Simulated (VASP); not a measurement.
# KF (R-3m) in VASP: a series of runs, part 2 of 2

VASP 6.6.1. The steps go on from the part before.

## (4) Single point, PBE (18.32 Å³/atom)

This run uses another cell than the first one, of 18.32 Å³/atom.

INCAR reads:

```
  ALGO = Normal
  EDIFF = 1E-7
  ENCUT = 520
  GGA = PE
  ISIF = 2
  ISMEAR = 0
  LASPH = T
  LCHARG = F
  LREAL = F
  LWAVE = F
  NBANDS = 15
  NELM = 100
  PREC = Accurate
  SIGMA = 0.05
```

KPOINTS reads:

```
k-points
0
Gamma
  8 8 8
```

POSCAR reads:

```
KF
1.0
   -0.1389894887      2.5685979539      2.5685979539
    2.5685979539     -0.1389894887      2.5685979539
    2.5685979539      2.5685979539     -0.1389894887
K F
1 1
Direct
    0.0000000000      0.0000000000      0.0000000000
    0.5000000000      0.5000000000      0.5000000000
```

Potentials or basis: VASP PAW PBE potentials, release 64 (K_sv, F).

Started as:

```bash
$ cat potpaw_PBE.64/K_sv/POTCAR potpaw_PBE.64/F/POTCAR > POTCAR
$ mpirun -np 1 vasp_std > vasp.out
```

OUTCAR:

```text
EDIFF = 1E-7
   ENCUT = 520
   GGA = PE
   ISIF = 2
   ISMEAR = 0
   LASPH = T
   LREAL = F
   NELM = 100
   PREC = Accurate

 ion  position               nearest neighbor table
   1  0.000  0.000  0.000-   2 2.64   2 2.64   2 2.64   2 2.64   2 2.64   2 2.64
   2  0.500  0.500  0.500-   1 2.64   1 2.64   1 2.64   1 2.64   1 2.64   1 2.64

  LATTYP: Found a trigonal (rhomboedric) cell.
 ALAT       =     3.6352041175
 COS(alpha) =     0.4452371389

  Lattice vectors:

 A1 = (  -0.1389894887,   2.5685979539,   2.5685979539)
 A2 = (   2.5685979539,  -0.1389894887,   2.5685979539)
 A3 = (   2.5685979539,   2.5685979539,  -0.1389894887)

Analysis of symmetry for initial positions (statically):
=====================================================================
 Subroutine PRICEL returns:
 Original cell was already a primitive cell.

 Routine SETGRP: Setting up the symmetry group for a
 trigonal (rhombohedral) supercell.

 Subroutine GETGRP returns: Found 12 space group operations
 (whereof 12 operations were pure point group operations)
 out of a pool of 12 trial point group operations.

[... 176 lines left out ...]
      6      -2.6956      2.00000
      7      -2.6956      2.00000
      8      -2.6282      2.00000
      9       3.6813      0.00000
     10       7.7884      0.00000
     11       7.7884      0.00000
     12       8.6898      0.00000
     13       9.8658      0.00000
     14       9.8658      0.00000
[... 401 lines left out ...]
      2     -21.4238      2.00000
      3     -12.1793      2.00000
      4     -12.0681      2.00000
      5     -11.9657      2.00000
      6      -3.2919      2.00000
      7      -3.0230      2.00000
      8      -2.7586      2.00000
      9       5.9008      0.00000
     10       7.2783      0.00000
     11       8.8030      0.00000
     12       9.5629      0.00000
     13      10.5788      0.00000
     14      11.0056      0.00000
     15      15.8562      0.00000

 [... further k-points ...]

------------------------ aborting loop because EDIFF is reached ----------------------------------------

  FORCE on cell =-STRESS in cart. coord.  units (eV):
  Direction    XX          YY          ZZ          XY          YZ          ZX
  --------------------------------------------------------------------------------------
  -------------------------------------------------------------------------------------
  Total        0.6614973      0.6614973      0.6614973      0.1232843      0.1232843      0.1232843
  in kB       28.9240757     28.9240757     28.9240757      5.3906266      5.3906266      5.3906266
  external PRESSURE =      28.9240757 kB  Pullay stress =       0.0000000 kB

 VOLUME and BASIS-vectors are now :
 -----------------------------------------------------------------------------
  energy-cutoff  :      520.00
  volume of cell :       36.64
      direct lattice vectors                 reciprocal lattice vectors
    -0.138989489  2.568597954  2.568597954    -0.179531067  0.189801418  0.189801418
     2.568597954 -0.138989489  2.568597954     0.189801418 -0.179531067  0.189801418
     2.568597954  2.568597954 -0.138989489     0.189801418  0.189801418 -0.179531067

 POSITION                                       TOTAL-FORCE (eV/Angst)
 -----------------------------------------------------------------------------------
      0.00000      0.00000      0.00000         0.000000      0.000000      0.000000
      2.49910      2.49910      2.49910        -0.000000     -0.000000     -0.000000
 -----------------------------------------------------------------------------------
    total drift:                                0.000000      0.000000      0.000000

  FREE ENERGIE OF THE ION-ELECTRON SYSTEM (eV)
  ---------------------------------------------------
  free  energy   TOTEN  =        -8.2570073319 eV

  energy  without entropy=       -8.2570073319  energy(sigma->0) =       -8.25700733
```

OSZICAR:

```text
N       E                     dE             d eps       ncg     rms          rms(c)
DAV:   1     0.110885612121E+03    0.11089E+03   -0.83403E+03  1950   0.104E+03
DAV:   2    -0.514599781386E+01   -0.11603E+03   -0.10620E+03  2513   0.286E+02
DAV:   3    -0.939723184747E+01   -0.42512E+01   -0.42318E+01  2639   0.492E+01
DAV:   4    -0.950970882459E+01   -0.11248E+00   -0.11247E+00  2526   0.769E+00
DAV:   5    -0.951176079416E+01   -0.20520E-02   -0.20520E-02  2737   0.879E-01    0.639E+00
DAV:   6    -0.828641016957E+01    0.12254E+01   -0.34210E+00  2062   0.151E+01    0.425E+00
DAV:   7    -0.825917736811E+01    0.27233E-01   -0.69393E-02  2447   0.226E+00    0.240E+00
DAV:   8    -0.825492603002E+01    0.42513E-02   -0.49363E-02  2188   0.221E+00    0.196E-01
DAV:   9    -0.825638709165E+01   -0.14611E-02   -0.40860E-03  2538   0.531E-01    0.124E-01
DAV:  10    -0.825689508093E+01   -0.50799E-03   -0.47448E-04  2090   0.194E-01    0.593E-02
DAV:  11    -0.825701042581E+01   -0.11534E-03   -0.12220E-04  2167   0.953E-02    0.209E-02
DAV:  12    -0.825700710493E+01    0.33209E-05   -0.14857E-05  2454   0.387E-02    0.396E-03
DAV:  13    -0.825700732148E+01   -0.21655E-06   -0.22006E-06  2153   0.135E-02    0.221E-03
DAV:  14    -0.825700733188E+01   -0.10399E-07   -0.69000E-08  2147   0.264E-03
   1 F= -.82570073E+01 E0= -.82570073E+01  d E =-.219139E-19
```

It took 23 s on 1 thread of AMD EPYC 9R45 (Zen 5), shared host; peak memory 0.14 GiB.

Results:

- Free energy: -8.2570 eV
- Pressure: 2.9 GPa
- Band gap on the k mesh: 6.31 eV

Stress tensor (GPa, compression positive):
```
2.89 0.54 0.54
0.54 2.89 0.54
0.54 0.54 2.89
```

A k mesh can miss the band edges. A hybrid or GW would open this gap; PBE tends to underestimate it.

## (5) Single point, PBE (18.32 Å³/atom)

This run uses another cell than the first one, of 18.32 Å³/atom.

INCAR reads:

```
PREC = Accurate
ENCUT = 520
EDIFF = 1E-6
ISMEAR = 0
SIGMA = 0.05
LREAL = False
LASPH = True
NELM = 100
ALGO = Normal
ISIF = 2
LWAVE = False
LCHARG = False
GGA = PE
NBANDS = 15
```

KPOINTS reads:

```
Automatic mesh
0
Gamma
  8 8 8
```

POSCAR reads:

```
KF
1.0
    0.1138859711      2.6943838049      2.6943838049
    2.6943838049      0.1138859711      2.6943838049
    2.6943838049      2.6943838049      0.1138859711
K F
1 1
Direct
    0.0000000000      0.0000000000      0.0000000000
    0.5000000000      0.5000000000      0.5000000000
```

Started as:

```bash
$ cat potpaw_PBE.64/K_sv/POTCAR potpaw_PBE.64/F/POTCAR > POTCAR
$ mpirun -np 1 vasp_std > vasp.out
```

Wall time 17 s (1 thread of AMD EPYC 9R45 (Zen 5), shared host); peak memory 0.14 GiB.

The run converged. Its results:

```
Free energy            : -8.2591 eV
Pressure               : 2.9 GPa
Band gap on the k mesh : 6.34 eV
```

Stress tensor (GPa, compression positive):
```
 2.94 -0.61 -0.61
-0.61  2.94 -0.61
-0.61 -0.61  2.94
```

Levels at points of the mesh, in eV from the valence-band top:
| k point | band 5 | band 6 | band 7 | band 8 | band 9 | band 10 | band 11 | band 12 |
| --- | --- | --- | --- | --- | --- | --- | --- | --- |
| (0.00, 0.00, 0.00) | -9.29 | -0.07 | 0.00 | 0.00 | 6.34 | 10.34 | 10.94 | 10.94 |
| (0.50, 0.00, 0.00) | -9.33 | -0.87 | -0.49 | -0.37 | 9.23 | 10.94 | 11.97 | 12.55 |
| (0.50, 0.50, 0.00) | -9.51 | -0.23 | -0.10 | -0.05 | 8.19 | 10.46 | 12.12 | 13.73 |
| (0.50, 0.50, 0.50) | -9.31 | -0.86 | -0.32 | -0.32 | 9.02 | 10.70 | 12.12 | 12.12 |

A k mesh can miss the band edges. Expect the measured gap to be larger: semilocal functionals such as PBE lack the derivative discontinuity.

## (6) Summary

```tsv
cell	gap on the mesh (eV)	pressure (GPa)
a = 3.984 Å, angles 56.5°, 2 atoms	5.73	-0.9
a = 3.777 Å, angles 63.6°, 2 atoms	5.72	-0.9
a = 3.635 Å, angles 63.6°, 2 atoms	6.31	2.9
a = 3.812 Å, angles 57.2°, 2 atoms	6.34	2.9
```

Alike in all rows: task single point; level PBE; potentials or basis VASP PAW PBE potentials, release 64 (K_sv, F); no spin polarisation; k mesh 8 × 8 × 8; cutoff (eV) 520; smearing gaussian 0.05 eV.

Total energies depend on the potentials used, so only differences within one code and one set of settings carry meaning.
